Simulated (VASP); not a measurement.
# Ga9P8 (a cell with a defect) in VASP: further runs

The runs below take Ga9P8 (a cell with a defect) through single point, with PBE.

Everything below comes from runs of VASP 6.6.1. Logs are shortened: lines on timing, memory, paths and dates and some standing lists are left out, and cuts for length are marked.

### Step 1. The cell of the first run

The cell holds a defect, 17 atoms: a = 7.785 Å, b = 7.785 Å, c = 7.785 Å, α = 60.00°, β = 60.00°, γ = 60.00°.

### Step 2. Single point, PBE

INCAR reads:

```
SYSTEM = Ga9P8
ALGO     = Normal         ! electronic algorithm
EDIFF    = 1E-6           ! SCF threshold, eV
ENCUT    = 520            ! plane-wave cutoff, eV
GGA      = PE             ! functional
ISIF     = 2              ! what is computed and relaxed
ISMEAR   = 0              ! smearing method
LASPH    = .True.         ! aspherical terms in the spheres
LCHARG   = .False.        ! write CHGCAR
LREAL    = Auto         
LWAVE    = .False.        ! write WAVECAR
NBANDS   = 92             ! bands
NELM     = 100            ! most SCF steps
PREC     = Accurate       ! precision mode
SIGMA    = 0.02           ! smearing width, eV
```

KPOINTS reads:

```
k-points
0
Gamma
  2 2 2
  0 0 0
```

POSCAR reads:

```
Ga9P8
1.0
    0.0000000000      5.5051169748     -5.5051169748
    5.5051169748      5.5051169748      0.0000000000
    5.5051169748      0.0000000000     -5.5051169748
Ga P
9 8
Direct
    0.4882166923      0.4882054300      0.0298878300
    0.5001407804      0.0027046655     -0.0072411722
    1.0027213818      0.5001240687     -0.0072415355
    0.9988058428     -0.0012077854     -0.0111576194
    0.5208568706      0.5208387057      0.5109028587
    0.4881274117      0.0399716302      0.4782117278
    1.0399884373      0.4881100642      0.4782123635
    1.0027170222      0.0026984894      0.4902036619
    0.6519978624      0.6519807874      0.6418507574
    0.3956414568      0.3956249268      0.3855700995
    0.3727592001      0.8935910032      0.3628015552
    0.8936098038      0.3727402178      0.3628007378
    0.8812735537      0.8812561154      0.3613708862
    0.3727709165      0.3727542048      0.8836301794
    0.3713303476      0.8812624731      0.8712770359
    0.8812759152      0.3713170872      0.8712773992
    0.8745117537      0.8744950420      0.8645773599
```

Potentials or basis: VASP PAW PBE potentials, release 64 (Ga_d, P).

Launch:

```sh
> cat potpaw_PBE.64/Ga_d/POTCAR potpaw_PBE.64/P/POTCAR > POTCAR
> mpirun -np 1 vasp_std > vasp.out
```

OUTCAR:

```text
SYSTEM = Ga9P8
   EDIFF = 1E-6
   ENCUT = 520
   GGA = PE
   ISIF = 2
   ISMEAR = 0
   LASPH = .True.
   LREAL = Auto
   NELM = 100
   PREC = Accurate

 ion  position               nearest neighbor table
   1  0.488  0.488  0.030-  10 2.29  14 2.40  15 2.51  16 2.51   9 2.51
   2  0.500  0.003  0.993-  11 2.35  14 2.35  15 2.36  17 2.38
   3  0.003  0.500  0.993-  12 2.35  14 2.35  16 2.36  17 2.38
   4  0.999  0.999  0.989-  15 2.37  16 2.37  13 2.37  17 2.37
   5  0.521  0.521  0.511-  10 2.39  14 2.39  11 2.39  12 2.39   9 2.50
   6  0.488  0.040  0.478-  10 2.29  11 2.40  15 2.51  13 2.51   9 2.51
   7  0.040  0.488  0.478-  10 2.29  12 2.40  16 2.51  13 2.51   9 2.51
   8  0.003  0.003  0.490-  12 2.35  11 2.35  13 2.36  17 2.38
   9  0.652  0.652  0.642-   5 2.50   7 2.51   6 2.51   1 2.51  13 2.56  16 2.56  15 2.56
  10  0.396  0.396  0.386-   7 2.29   6 2.29   1 2.29   5 2.39
  11  0.373  0.894  0.363-   8 2.35   2 2.35   5 2.39   6 2.40
  12  0.894  0.373  0.363-   8 2.35   3 2.35   5 2.39   7 2.40
  13  0.881  0.881  0.361-   8 2.36   4 2.37   7 2.51   6 2.51   9 2.56
  14  0.373  0.373  0.884-   2 2.35   3 2.35   5 2.39   1 2.40
  15  0.371  0.881  0.871-   2 2.36   4 2.37   1 2.51   6 2.51   9 2.56
  16  0.881  0.371  0.871-   3 2.36   4 2.37   1 2.51   7 2.51   9 2.56
  17  0.875  0.874  0.865-   4 2.37   3 2.38   2 2.38   8 2.38

  LATTYP: Found a face centered cubic cell.
 ALAT       =    11.0102339496

  Lattice vectors:

 A1 = (   0.0000000000,   5.5051169748,  -5.5051169748)
 A2 = (   5.5051169748,   5.5051169748,   0.0000000000)
 A3 = (   5.5051169748,   0.0000000000,  -5.5051169748)

Analysis of symmetry for initial positions (statically):
=====================================================================
 Subroutine PRICEL returns:
 Original cell was already a primitive cell.

 Routine SETGRP: Setting up the symmetry group for a
 face centered cubic supercell.

 Subroutine GETGRP returns: Found  2 space group operations
 (whereof  1 operations were pure point group operations)
 out of a pool of 48 trial point group operations.

The static configuration has the point symmetry C_1 .
 The point group associated with its full space group is C_1h.

Analysis of symmetry for dynamics (positions and initial velocities):
=====================================================================
 Subroutine PRICEL returns:
 Original cell was already a primitive cell.

 Routine SETGRP: Setting up the symmetry group for a
 face centered cubic supercell.

 Subroutine GETGRP returns: Found  2 space group operations
 (whereof  1 operations were pure point group operations)
 out of a pool of 48 trial point group operations.

The dynamic configuration has the point symmetry C_1 .
 The point group associated with its full space group is C_1h.

 Subroutine INISYM returns: Found  2 space group operations
 (whereof  1 operations are pure point group operations),
 and found     1 'primitive' translations

----------------------------------------------------------------------------------------

                                     Primitive cell

  volume of cell :     333.6796

  direct lattice vectors                    reciprocal lattice vectors
     0.000000000  5.505116975 -5.505116975    -0.090824591  0.090824591 -0.090824591
     5.505116975  5.505116975  0.000000000     0.090824591  0.090824591  0.090824591
     5.505116975  0.000000000 -5.505116975     0.090824591 -0.090824591 -0.090824591

  length of vectors
     7.785411088  7.785411088  7.785411088     0.157312807  0.157312807  0.157312807

  position of ions in fractional coordinates (direct lattice)
     0.488216692  0.488205430  0.029887830
     0.500140780  0.002704665  0.992758828
     0.002721382  0.500124069  0.992758464
     0.998805843  0.998792215  0.988842381
     0.520856871  0.520838706  0.510902859
     0.488127412  0.039971630  0.478211728
[... 9 lines left out ...]
     0.881275915  0.371317087  0.871277399
     0.874511754  0.874495042  0.864577360

  ion indices of the primitive-cell ions
   primitive index   ion index
                 1           1
                 2           2
                 3           3
                 4           4
                 5           5
                 6           6
[... 9 lines left out ...]
                16          16
                17          17

----------------------------------------------------------------------------------------

 KPOINTS: k-points

Automatic generation of k-mesh.
 Grid dimensions read from file:
 generate k-points for:    2    2    2

 Generating k-lattice:

  Cartesian coordinates                     Fractional coordinates (reciprocal lattice)
    -0.045412296  0.045412296 -0.045412296     0.500000000  0.000000000  0.000000000
     0.045412296  0.045412296  0.045412296     0.000000000  0.500000000  0.000000000
     0.045412296 -0.045412296 -0.045412296     0.000000000  0.000000000  0.500000000

  Length of vectors
     0.078656403  0.078656403  0.078656403

  Shift w.r.t. Gamma in fractional coordinates (k-lattice)
     0.000000000  0.000000000  0.000000000

 Subroutine IBZKPT returns following result:
 ===========================================

 Found      6 irreducible k-points:

 Following reciprocal coordinates:
            Coordinates               Weight
  0.000000  0.000000  0.000000      1.000000
  0.500000  0.000000  0.000000      2.000000
  0.000000  0.000000  0.500000      1.000000
  0.500000  0.500000  0.500000      1.000000
  0.500000  0.500000  0.000000      1.000000
  0.000000  0.500000  0.500000      2.000000
   k-points           NKPTS =      6   k-points in BZ     NKDIM =      6   number of bands    NBANDS=     92
   number of dos      NEDOS =    301   number of ions     NIONS =     17
   total plane-waves  NPLWV = 216000
   dimension x,y,z NGX =    60 NGY =   60 NGZ =   60
   dimension x,y,z NGXF=   120 NGYF=  120 NGZF=  120
   ions per type =               9   8
   NGX,Y,Z   is equivalent  to a cutoff of  12.81, 12.81, 12.81 a.u.
   NGXF,Y,Z  is equivalent  to a cutoff of  25.62, 25.62, 25.62 a.u.
 SYSTEM =  Ga9P8
   PREC   = accura    normal or accurate (medium, high low for compatibility)
   ISTART =      0    job   : 0-new  1-cont  2-samecut
   ICHARG =      2    charge: 1-file 2-atom 10-const
   ISPIN  =      1    spin polarized calculation?
   LNONCOLLINEAR =      F non collinear calculations
   LSORBIT =      F    spin-orbit coupling
   LASPH  =      T    aspherical Exc in radial PAW
   ENCUT  =  520.0 eV  38.22 Ry    6.18 a.u.  14.48 14.48 14.48*2*pi/ulx,y,z
   NELM   =    100;   NELMIN=  2; NELMDL= -5     # of ELM steps
   EDIFF  = 0.1E-05   stopping-criterion for ELM
   LREAL  =      T    real-space projection
   EDIFFG = 0.1E-04   stopping-criterion for IOM
   NSW    =      0    number of steps for IOM
   IBRION =     -1    ionic relax: 0-MD 1-quasi-New 2-CG
   NFREE  =      0    steps in history (QN), initial steepest desc. (CG)
   ISIF   =      2    stress and relaxation
   ISYM   =      2    0-nonsym 1-usesym 2-fastsym
   POTIM  = 0.5000    time-step for ionic-motion
   TEBEG  =    0.0;   TEEND  =   0.0 temperature during run
   PSTRESS=    0.0 pullay stress
   NELECT =     157.0000    total number of electrons
   NUPDOWN=      -1.0000    fix difference up-down
   EMIN   =  10.00;   EMAX   =-10.00  energy-range for DOS
   EFERMI =   0.00;   METHOD = LEGACY
   ISMEAR =     0;   SIGMA  =   0.02  broadening in eV -4-tet -1-fermi 0-gaus
   EFERMI_NEDOS =   21; number of points for ismear=-14 and -15
   IALGO  =     38    algorithm
   IMIX   =      4    mixing-type and parameters
     AMIX     =   0.40;   BMIX     =  1.00
     AMIX_MAG =   1.60;   BMIX_MAG =  1.00
  volume/ion in A,a.u.               =      19.63       132.46
  Fermi-wavevector in a.u.,A,eV,Ry     =   1.273302  2.406192 22.059106  1.621299
  Thomas-Fermi vector in A             =   2.406133
   LORBIT       =      0    0 simple, 1 ext, 2 COOP (PROOUT), +10 PAW based schemes
   GGA     = PE    functional components
   LHFCALC =     F    Hartree Fock is set to
   AEXX    =    0.0000 exact exchange contribution
   IVDW    =     0    specifies the selected vdW correction
   LEPSILON=     F    determine dielectric tensor
   LRPA    =     F    only Hartree local field effects (RPA)
 non-spin polarized calculation
 Gauss-broadening in eV      SIGMA  =   0.02
  energy-cutoff  :      520.00
  volume of cell :      333.68
 maximum number of plane-waves:      9089
 NGX is ok and might be reduce to    60
   NGX = 29   NGY = 29   NGZ = 29

 number of electron     157.0000001 magnetization

 Free energy of the ion-electron system (eV)
  ---------------------------------------------------
  ext. energy  EPLUGINS =         0.00000000
  ---------------------------------------------------
  free energy    TOTEN  =       -71.31866063 eV

  energy without entropy =      -71.31866061  energy(sigma->0) =      -71.31866062

 E-fermi :   6.0800     XC(G=0): -10.0180

 val. band max:        6.0093601782   @ k =   0.0000   0.0000   0.0000
 cond. band min:       6.1490310403   @ k =   0.0000   0.0000   0.0000
 fundamental gap:      0.1396708622
 Fermi energy:         6.0799681297

 k-point     1 :       0.0000    0.0000    0.0000
  band No.  band energies     occupation
      1     -10.0099      2.00000
      2      -9.8976      2.00000
      3      -9.8976      2.00000
      4      -9.8488      2.00000
      5      -9.8488      2.00000
      6      -9.8107      2.00000
[... 82 lines left out ...]
     89       8.0634      0.00000
     90       8.0647      0.00000

 k-point     2 :       0.5000    0.0000    0.0000
  band No.  band energies     occupation
      1     -10.0183      2.00000
      2      -9.9047      2.00000
      3      -9.8876      2.00000
      4      -9.8421      2.00000
      5      -9.8277      2.00000
      6      -9.8106      2.00000
[... 361 lines left out ...]
     89       9.4202      0.00000
     90       9.4679      0.00000

 k-point     6 :       0.0000    0.5000    0.5000
  band No.  band energies     occupation
      1     -10.0211      2.00000
      2      -9.9045      2.00000
      3      -9.8907      2.00000
      4      -9.8417      2.00000
      5      -9.8260      2.00000
      6      -9.8046      2.00000
[... 82 lines left out ...]
     89       9.4200      0.00000
     90       9.4679      0.00000
 [bands above 90 left out]

------------------------ aborting loop because EDIFF is reached ----------------------------------------

  FORCE on cell =-STRESS in cart. coord.  units (eV):
  Direction    XX          YY          ZZ          XY          YZ          ZX
  --------------------------------------------------------------------------------------
  -------------------------------------------------------------------------------------
  Total       12.3983292     12.3980260     12.3983292     -1.2402486      1.2402488      1.2462575
  in kB       59.5311257     59.5296702     59.5311257     -5.9551085      5.9551096      5.9839605
  external PRESSURE =      59.5306405 kB  Pullay stress =       0.0000000 kB

 VOLUME and BASIS-vectors are now :
 -----------------------------------------------------------------------------
  energy-cutoff  :      520.00
  volume of cell :      333.68
      direct lattice vectors                 reciprocal lattice vectors
     0.000000000  5.505116975 -5.505116975    -0.090824591  0.090824591 -0.090824591
     5.505116975  5.505116975  0.000000000     0.090824591  0.090824591  0.090824591
     5.505116975  0.000000000 -5.505116975     0.090824591 -0.090824591 -0.090824591

 POSITION                                       TOTAL-FORCE (eV/Angst)
 -----------------------------------------------------------------------------------
      2.85216      5.37532     -2.85223         0.009466     -0.013464     -0.009466
      5.48014      2.76822     -8.21859         0.003332      0.001427     -0.001189
      8.21849      2.76822     -5.48023         0.001189      0.001427     -0.003332
     10.94216     10.99701    -10.94224         0.001719      0.002792     -0.001719
      5.67986      5.73466     -5.67996        -0.003947     -0.004063      0.003947
      2.85266      2.90725     -5.31981         0.008785      0.009996      0.012281
[... 9 lines left out ...]
      6.84063      6.89567     -9.64801         0.005350      0.002588     -0.004024
      9.57380      9.62849     -9.57389         0.003936      0.002827     -0.003936
 -----------------------------------------------------------------------------------
    total drift:                               -0.004887     -0.001600     -0.005343

  FREE ENERGIE OF THE ION-ELECTRON SYSTEM (eV)
  ---------------------------------------------------
  free  energy   TOTEN  =       -71.3186606335 eV

  energy  without entropy=      -71.3186606123  energy(sigma->0) =      -71.31866062
```

Wall time 4.2 min (1 thread of Intel Xeon 6975P-C (Granite Rapids), shared host); peak memory 0.52 GiB.

Results:

| Item | Value |
| --- | --- |
| Free energy | -71.3187 eV |
| Pressure | 6.0 GPa |
| Largest force | 0.019 eV/Å |
| Band gap on the k mesh | zero (an odd number of electrons rules out a gap without spin polarisation) |

Forces on the atoms (eV/Å):
```
Ga   0.009 -0.013 -0.009
Ga   0.003  0.001 -0.001
Ga   0.001  0.001 -0.003
Ga   0.002  0.003 -0.002
Ga  -0.004 -0.004  0.004
Ga   0.009  0.010  0.012
Ga  -0.012  0.010 -0.009
Ga   0.001  0.002 -0.001
Ga  -0.009 -0.011  0.009
P   -0.008 -0.010  0.008
P   -0.003 -0.001  0.001
P   -0.001 -0.001  0.003
P    0.001  0.004 -0.001
P   -0.003  0.000  0.003
P    0.004  0.003 -0.005
P    0.005  0.003 -0.004
P    0.004  0.003 -0.004
```

Stress tensor (GPa, compression positive):
```
 5.95 -0.60  0.60
-0.60  5.95  0.60
 0.60  0.60  5.95
```

Levels at points of the mesh, in eV from the Fermi level:
```tsv
k point	band 76	band 77	band 78	band 79	band 80	band 81
(0.00, 0.00, 0.00)	-1.38	-1.37	-1.37	-0.31	-0.07	-0.07
(0.50, 0.00, 0.00)	-1.96	-1.95	-1.17	0.08	0.46	0.83
(0.00, 0.00, 0.50)	-1.96	-1.95	-1.17	0.08	0.46	0.83
(0.50, 0.50, 0.50)	-1.91	-1.91	-1.36	-0.16	0.69	0.78
(0.50, 0.50, 0.00)	-2.47	-2.38	-0.67	0.59	0.98	1.24
(0.00, 0.50, 0.50)	-2.47	-2.38	-0.67	0.59	0.98	1.24
```

Caveat: the k points lie up to 0.49 Å⁻¹ apart, too coarse for converged energies and pressures of a metal.

### Step 3. Single point, PBE

INCAR reads:

```
SYSTEM = Ga9P8
  PREC = Accurate
  ENCUT = 520
  EDIFF = 1E-6
  ISMEAR = 0
  SIGMA = 0.02
  LREAL = Auto
  LASPH = .True.
  NELM = 60
  ALGO = Normal
  ISIF = 2
  LWAVE = .False.
  LCHARG = .True.
  GGA = PE
  LELF = .True.
  LVHAR = .True.
  NBANDS = 92
```

KPOINTS reads:

```
regular mesh
0
Gamma
  2 2 2
  0 0 0
```

POSCAR reads:

```
Ga9P8
1.0
    0.0000000000      5.5051169748     -5.5051169748
    5.5051169748      5.5051169748      0.0000000000
    5.5051169748      0.0000000000     -5.5051169748
Ga P
9 8
Direct
    0.5146722609      0.5146662665     -0.0325693352
    0.5029473511      0.0034429786      0.0014021500
    1.0034511574      0.5029310027      0.0014157737
    1.0035475223      0.0035313509      0.0010305866
    0.4919525802      0.4919387749      0.4934697142
    0.4917579431      0.0346704713      0.4928650949
    1.0346879142      0.4917310590      0.4928814433
    1.0018056883      0.0017802528      0.5055977035
    0.6456566711      0.6456368713      0.5751929549
    0.3918435357      0.3918286405      0.3364926683
    0.3738091324      0.8820559167      0.3733212227
    0.8820723560      0.3737848822      0.3733336656
    0.8821542798      0.8821273957      0.3729465712
    0.3738840627      0.3738757068      0.8725508508
    0.3739629892      0.8913216599      0.8720864646
    0.8913269277      0.3739475491      0.8721017232
    0.8772128771      0.8771965286      0.8794811304
```

Potentials or basis: VASP PAW PBE potentials, release 64 (Ga_d, P).

Launch:

```sh
> cat potpaw_PBE.64/Ga_d/POTCAR potpaw_PBE.64/P/POTCAR > POTCAR
> mpirun -np 1 vasp_std > vasp.out
```

It took 5.4 min on 1 thread of Intel Xeon 6975P-C (Granite Rapids), shared host; peak memory 0.55 GiB.

Results (log left out):

* Free energy: -71.3153 eV
* Pressure: 6.2 GPa
* Largest force: 0.024 eV/Å
* Band gap on the k mesh: zero (an odd number of electrons rules out a gap without spin polarisation)

Forces on the atoms (eV/Å):
```
Ga  -0.006  0.010  0.006
Ga   0.002 -0.004  0.001
Ga  -0.001 -0.003 -0.002
Ga   0.004  0.000 -0.004
Ga  -0.012 -0.017  0.012
Ga   0.016  0.011  0.009
Ga  -0.009  0.011 -0.016
Ga   0.006 -0.003 -0.006
Ga  -0.010  0.004  0.010
P   -0.001  0.001  0.001
P    0.002 -0.002  0.003
P   -0.003 -0.002 -0.002
P    0.004  0.002 -0.004
P    0.000  0.000  0.000
P    0.003 -0.002 -0.002
P    0.002 -0.002 -0.003
P    0.003 -0.005 -0.003
```

Stress tensor (GPa, compression positive):
```
 6.23  0.54  0.55
 0.54  6.22 -0.54
 0.55 -0.54  6.23
```

Levels at points of the mesh, in eV from the Fermi level:
```csv
k point,band 74,band 75,band 76,band 77,band 78,band 79,band 80,band 81,band 82,band 83
"(0.00, 0.00, 0.00)",-2.28,-2.22,-1.35,-1.34,-1.34,-0.16,-0.05,-0.05,0.12,0.25
"(0.50, 0.00, 0.00)",-2.08,-1.99,-1.93,-1.91,-1.22,0.05,0.55,0.91,0.97,1.02
"(0.00, 0.50, 0.00)",-2.08,-1.99,-1.93,-1.91,-1.22,0.05,0.55,0.91,0.97,1.02
"(0.00, 0.00, 0.50)",-2.00,-2.00,-1.89,-1.89,-1.33,-0.09,0.70,0.85,0.85,0.95
"(0.50, 0.50, 0.50)",-2.08,-1.99,-1.93,-1.91,-1.22,0.05,0.55,0.90,0.97,1.02
"(0.50, 0.50, 0.00)",-2.54,-2.52,-2.45,-2.36,-0.68,0.65,1.08,1.24,1.28,1.45
"(0.00, 0.50, 0.50)",-2.54,-2.52,-2.45,-2.36,-0.68,0.65,1.08,1.24,1.28,1.45
"(0.50, 0.00, 0.50)",-2.54,-2.52,-2.45,-2.36,-0.68,0.65,1.08,1.24,1.28,1.45
```

Caveat: the k points lie up to 0.49 Å⁻¹ apart, too coarse for converged energies and pressures of a metal.

(Continued in part 2 of 2.)
